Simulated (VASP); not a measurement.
# HgTe (F-43m) in VASP: further runs

The runs below take HgTe through single point, with PBE, PBE-based screened hybrid with 30 % exact exchange, PBE-based screened hybrid with 75 % exact exchange.

All numbers are computed with VASP 6.6.1; they aren't measurements. Logs are shortened: lines on timing, memory, paths and dates and some standing lists are left out, and cuts for length are marked.

### 1 The cell of the first run

The structure is cubic, space group F-43m (No. 216). Conventional cell: a = 6.578 Å, b = 6.578 Å, c = 6.578 Å, α = 90.00°, β = 90.00°, γ = 90.00°. Within 3.8 Å of Hg (site symmetry -43m) lie 4 Te at 2.85 Å. Te (site symmetry -43m) has 4 Hg at 2.85 Å within 3.8 Å.

### 2 Single point, PBE

INCAR

```
SYSTEM = HgTe
  ALGO = Normal
  EDIFF = 1E-6
  ENCUT = 500
  GGA = PE
  GGA_COMPAT = .FALSE.
  ISIF = 2
  ISMEAR = -1
  ISYM = 0
  LASPH = .TRUE.
  LCHARG = .TRUE.
  LELF = .TRUE.
  LREAL = .FALSE.
  LVHAR = .TRUE.
  LWAVE = .FALSE.
  NBANDS = 16
  NELM = 120
  PREC = Accurate
  SIGMA = 0.02
```

KPOINTS

```
k-points
0
G
  4 4 4
  0 0 0
```

POSCAR

```
HgTe
1.0
    0.0000000000      3.2891972858      3.2891972858
    3.2891972858      0.0000000000      3.2891972858
    3.2891972858      3.2891972858      0.0000000000
Hg Te
1 1
Direct
    0.0000000000      0.0000000000      0.0000000000
    0.2500000000      0.2500000000      0.2500000000
```

Potentials or basis: VASP PAW PBE potentials, release 64 (Hg, Te).

The run is started by

```console
$ cat potpaw_PBE.64/Hg/POTCAR potpaw_PBE.64/Te/POTCAR > POTCAR
$ mpirun -np 1 vasp_std > vasp.out
```

OUTCAR:

```text
SYSTEM = HgTe
   EDIFF = 1E-6
   ENCUT = 500
   GGA = PE
   ISIF = 2
   ISMEAR = -1
   ISYM = 0
   LASPH = .TRUE.
   LREAL = .FALSE.
   NELM = 120
   PREC = Accurate

 ion  position               nearest neighbor table
   1  0.000  0.000  0.000-   2 2.85   2 2.85   2 2.85   2 2.85
   2  0.250  0.250  0.250-   1 2.85   1 2.85   1 2.85   1 2.85

IMPORTANT INFORMATION: All symmetrisations will be switched off!
NOSYMM: (Re-)initialisation of all symmetry stuff for point group C_1.

----------------------------------------------------------------------------------------

                                     Primitive cell

  volume of cell :      71.1705

  direct lattice vectors                    reciprocal lattice vectors
     0.000000000  3.289197286  3.289197286    -0.152012773  0.152012773  0.152012773
     3.289197286  0.000000000  3.289197286     0.152012773 -0.152012773  0.152012773
     3.289197286  3.289197286  0.000000000     0.152012773  0.152012773 -0.152012773

  length of vectors
     4.651627411  4.651627411  4.651627411     0.263293846  0.263293846  0.263293846

  position of ions in fractional coordinates (direct lattice)
     0.000000000  0.000000000  0.000000000
     0.250000000  0.250000000  0.250000000

  ion indices of the primitive-cell ions
   primitive index   ion index
                 1           1
                 2           2

----------------------------------------------------------------------------------------

 KPOINTS: k-points

Automatic generation of k-mesh.
 Grid dimensions read from file:
 generate k-points for:    4    4    4

 Generating k-lattice:

  Cartesian coordinates                     Fractional coordinates (reciprocal lattice)
    -0.038003193  0.038003193  0.038003193     0.250000000  0.000000000  0.000000000
     0.038003193 -0.038003193  0.038003193     0.000000000  0.250000000  0.000000000
     0.038003193  0.038003193 -0.038003193     0.000000000  0.000000000  0.250000000

  Length of vectors
     0.065823462  0.065823462  0.065823462

  Shift w.r.t. Gamma in fractional coordinates (k-lattice)
     0.000000000  0.000000000  0.000000000

 Subroutine IBZKPT returns following result:
 ===========================================

 Found     36 irreducible k-points:

 Following reciprocal coordinates:
            Coordinates               Weight
  0.000000  0.000000  0.000000      1.000000
  0.250000  0.000000  0.000000      2.000000
  0.000000  0.250000  0.000000      2.000000
  0.000000  0.000000  0.250000      2.000000
  0.250000  0.250000  0.250000      2.000000
  0.500000  0.000000  0.000000      1.000000
[... 16 lines left out ...]
  0.250000  0.500000  0.500000      2.000000
  0.500000  0.000000  0.250000      2.000000
 [... further k-points ...]
   k-points           NKPTS =     36   k-points in BZ     NKDIM =     36   number of bands    NBANDS=     16
   number of dos      NEDOS =    301   number of ions     NIONS =      2
   total plane-waves  NPLWV =  46656
   dimension x,y,z NGX =    36 NGY =   36 NGZ =   36
   dimension x,y,z NGXF=    72 NGYF=   72 NGZF=   72
   ions per type =               1   1
   NGX,Y,Z   is equivalent  to a cutoff of  12.87, 12.87, 12.87 a.u.
   NGXF,Y,Z  is equivalent  to a cutoff of  25.73, 25.73, 25.73 a.u.
 SYSTEM =  HgTe
   PREC   = accura    normal or accurate (medium, high low for compatibility)
   ISTART =      0    job   : 0-new  1-cont  2-samecut
   ICHARG =      2    charge: 1-file 2-atom 10-const
   ISPIN  =      1    spin polarized calculation?
   LNONCOLLINEAR =      F non collinear calculations
   LSORBIT =      F    spin-orbit coupling
   LASPH  =      T    aspherical Exc in radial PAW
   ENCUT  =  500.0 eV  36.75 Ry    6.06 a.u.   8.48  8.48  8.48*2*pi/ulx,y,z
   NELM   =    120;   NELMIN=  2; NELMDL= -5     # of ELM steps
   EDIFF  = 0.1E-05   stopping-criterion for ELM
   LREAL  =      F    real-space projection
   EDIFFG = 0.1E-04   stopping-criterion for IOM
   NSW    =      0    number of steps for IOM
   IBRION =     -1    ionic relax: 0-MD 1-quasi-New 2-CG
   NFREE  =      0    steps in history (QN), initial steepest desc. (CG)
   ISIF   =      2    stress and relaxation
   ISYM   =      0    0-nonsym 1-usesym 2-fastsym
   POTIM  = 0.5000    time-step for ionic-motion
   TEBEG  =    0.0;   TEEND  =   0.0 temperature during run
   PSTRESS=    0.0 pullay stress
   NELECT =      18.0000    total number of electrons
   NUPDOWN=      -1.0000    fix difference up-down
   EMIN   =  10.00;   EMAX   =-10.00  energy-range for DOS
   EFERMI =   0.00;   METHOD = LEGACY
   ISMEAR =    -1;   SIGMA  =   0.02  broadening in eV -4-tet -1-fermi 0-gaus
   EFERMI_NEDOS =   21; number of points for ismear=-14 and -15
   IALGO  =     38    algorithm
   IMIX   =      4    mixing-type and parameters
     AMIX     =   0.40;   BMIX     =  1.00
     AMIX_MAG =   1.60;   BMIX_MAG =  1.00
  volume/ion in A,a.u.               =      35.59       240.14
  Fermi-wavevector in a.u.,A,eV,Ry     =   1.035299  1.956431 14.583320  1.071844
  Thomas-Fermi vector in A             =   2.169635
   LORBIT       =      0    0 simple, 1 ext, 2 COOP (PROOUT), +10 PAW based schemes
   GGA     = PE    functional components
   LHFCALC =     F    Hartree Fock is set to
   AEXX    =    0.0000 exact exchange contribution
   IVDW    =     0    specifies the selected vdW correction
   LEPSILON=     F    determine dielectric tensor
   LRPA    =     F    only Hartree local field effects (RPA)
 non-spin polarized calculation
  energy-cutoff  :      500.00
  volume of cell :       71.17
 maximum number of plane-waves:      1820
 NGX is ok and might be reduce to    36
   NGX = 17   NGY = 17   NGZ = 17

 number of electron      18.0000001 magnetization

 Free energy of the ion-electron system (eV)
  ---------------------------------------------------
  ext. energy  EPLUGINS =         0.00000000
  ---------------------------------------------------
  free energy    TOTEN  =        -3.55811263 eV

  energy without entropy =       -3.55691917  energy(sigma->0) =       -3.55751590

 E-fermi :   2.5961     XC(G=0):  -8.4891

 val. band max:        2.5822849530   @ k =   0.0000   0.0000   0.0000
 cond. band min:       3.2746627333   @ k =   0.0000   0.5000   0.0000
 fundamental gap:      0.6923777803
 Fermi energy:         2.5961476349

 k-point     1 :       0.0000    0.0000    0.0000
  band No.  band energies     occupation
      1      -9.0353      2.00000
      2      -4.5012      2.00000
      3      -4.5012      2.00000
      4      -4.5012      2.00000
      5      -4.0369      2.00000
      6      -4.0369      2.00000
[... 8 lines left out ...]
     15      12.0464      0.00000
     16      12.0464      0.00000

 k-point     2 :       0.2500    0.0000    0.0000
  band No.  band energies     occupation
      1      -8.7914      2.00000
      2      -4.4399      2.00000
      3      -4.4399      2.00000
      4      -4.3454      2.00000
      5      -4.0374      2.00000
      6      -4.0374      2.00000
[... 8 lines left out ...]
     15      11.0773      0.00000
     16      11.0773      0.00000

 k-point     3 :       0.0000    0.2500    0.0000
  band No.  band energies     occupation
      1      -8.7914      2.00000
      2      -4.4399      2.00000
      3      -4.4399      2.00000
      4      -4.3454      2.00000
      5      -4.0374      2.00000
      6      -4.0374      2.00000
[... 8 lines left out ...]
     15      11.0773      0.00000
     16      11.0773      0.00000

 k-point     4 :       0.0000    0.0000    0.2500
  band No.  band energies     occupation
      1      -8.7914      2.00000
      2      -4.4399      2.00000
      3      -4.4399      2.00000
      4      -4.3454      2.00000
      5      -4.0374      2.00000
      6      -4.0374      2.00000
[... 8 lines left out ...]
     15      11.0773      0.00000
     16      11.0773      0.00000

 k-point     5 :       0.2500    0.2500    0.2500
  band No.  band energies     occupation
      1      -8.7914      2.00000
      2      -4.4399      2.00000
      3      -4.4399      2.00000
      4      -4.3454      2.00000
      5      -4.0374      2.00000
      6      -4.0374      2.00000
[... 8 lines left out ...]
     15      11.0773      0.00000
     16      11.0773      0.00000

 k-point     6 :       0.5000    0.0000    0.0000
  band No.  band energies     occupation
      1      -8.5250      2.00000
      2      -4.3922      2.00000
      3      -4.3922      2.00000
      4      -4.0184      2.00000
      5      -4.0184      2.00000
      6      -3.7620      2.00000
[... 8 lines left out ...]
     15      12.5513      0.00000
     16      12.5513      0.00000
[... 267 lines left out ...]
 k-point    21 :       0.0000    0.2500    0.5000
  band No.  band energies     occupation
      1      -8.4393      2.00000
      2      -4.3518      2.00000
      3      -4.2969      2.00000
      4      -4.1373      2.00000
      5      -4.0074      2.00000
      6      -3.7663      2.00000
[... 8 lines left out ...]
     15      12.7792      0.00000
     16      13.1811      0.00000

 k-point    22 :      -0.2500    0.2500   -0.2500
  band No.  band energies     occupation
      1      -8.4393      2.00000
      2      -4.3518      2.00000
      3      -4.2969      2.00000
      4      -4.1373      2.00000
      5      -4.0074      2.00000
      6      -3.7663      2.00000
[... 8 lines left out ...]
     15      12.7792      0.00000
     16      13.1811      0.00000

 k-point    23 :       0.2500    0.5000    0.5000
  band No.  band energies     occupation
      1      -8.4393      2.00000
      2      -4.3518      2.00000
      3      -4.2969      2.00000
      4      -4.1373      2.00000
      5      -4.0074      2.00000
      6      -3.7663      2.00000
[... 8 lines left out ...]
     15      12.7792      0.00000
     16      13.1811      0.00000

 k-point    24 :       0.5000    0.0000    0.2500
  band No.  band energies     occupation
      1      -8.4393      2.00000
      2      -4.3518      2.00000
      3      -4.2969      2.00000
      4      -4.1373      2.00000
      5      -4.0074      2.00000
      6      -3.7663      2.00000
[... 8 lines left out ...]
     15      12.7792      0.00000
     16      13.1811      0.00000

 [... further k-points ...]

------------------------ aborting loop because EDIFF is reached ----------------------------------------

  FORCE on cell =-STRESS in cart. coord.  units (eV):
  Direction    XX          YY          ZZ          XY          YZ          ZX
  --------------------------------------------------------------------------------------
  -------------------------------------------------------------------------------------
  Total        0.7489902      0.7489989      0.7489922      0.0000021      0.0000026      0.0000011
  in kB       16.8611417     16.8613372     16.8611867      0.0000465      0.0000586      0.0000246
  external PRESSURE =      16.8612219 kB  Pullay stress =       0.0000000 kB

 VOLUME and BASIS-vectors are now :
 -----------------------------------------------------------------------------
  energy-cutoff  :      500.00
  volume of cell :       71.17
      direct lattice vectors                 reciprocal lattice vectors
     0.000000000  3.289197286  3.289197286    -0.152012773  0.152012773  0.152012773
     3.289197286  0.000000000  3.289197286     0.152012773 -0.152012773  0.152012773
     3.289197286  3.289197286  0.000000000     0.152012773  0.152012773 -0.152012773

 POSITION                                       TOTAL-FORCE (eV/Angst)
 -----------------------------------------------------------------------------------
      0.00000      0.00000      0.00000         0.000000      0.000001      0.000000
      1.64460      1.64460      1.64460        -0.000000     -0.000001     -0.000000
 -----------------------------------------------------------------------------------
    total drift:                                0.000000      0.000002     -0.000001

  FREE ENERGIE OF THE ION-ELECTRON SYSTEM (eV)
  ---------------------------------------------------
  free  energy   TOTEN  =        -3.5581126335 eV

  energy  without entropy=       -3.5569191695  energy(sigma->0) =       -3.55751590
```

Run time: 72 s. Hardware: 1 thread of Intel Xeon 8259CL, shared host; peak memory 0.22 GiB.

Results:

```yaml
Free_energy: -3.5581 eV
Pressure: 1.7 GPa
Band_gap_on_the_k_mesh: zero (filled and empty bands touch)
```

Caveat: the k points lie up to 0.41 Å⁻¹ apart; semilocal functionals underestimate gaps, so a narrow gap can read as zero; spin-orbit coupling is left out, which moves the levels of the heavy elements.

(Part 1 of 2 ends here.)
